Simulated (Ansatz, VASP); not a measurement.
BAs in VASP and in Ansatz

```
CELL_PARAMETERS angstrom
0.00000 2.38850 2.46015
2.38850 0.00000 2.46015
2.38850 2.38850 0.00000
ATOMIC_POSITIONS crystal
B 0.00000 0.00000 0.00000
As 0.25000 0.25000 0.25000
```

Change from the starting cell: z stretched by +3 %, ions relaxed.

Alike in both runs: functional PBE; k mesh 16 × 16 × 16; occupations fermi-dirac, width 0.02 eV; no spin polarisation.

Ansatz relaxed the structure, and its values are those at the end. VASP's run is a single point on that final structure, the one shown.

|  | VASP | Ansatz |
| --- | --- | --- |
| version | VASP 6.6.1 | Ansatz 0.2.0 |
| potentials or method | VASP PAW PBE potentials, release 64 (B, As) | plane-wave PAW, scalar-relativistic |
| plane-wave cutoff (eV) | 520 | 420 |
| valence electrons in the cell | 8 | 18 |

Ansatz gave:

* gap on the k mesh at the Fermi level (eV): 1.01
* pressure (GPa): -1.2

What did VASP give for the same quantities?

gap on the k mesh at the Fermi level (eV): 1.00; pressure (GPa): -0.6.

VASP's potentials hold 8 valence electrons a cell and Ansatz's 18, so a difference there can come from the potentials and not from the codes. Ansatz's warnings: stress scf threshold loose.
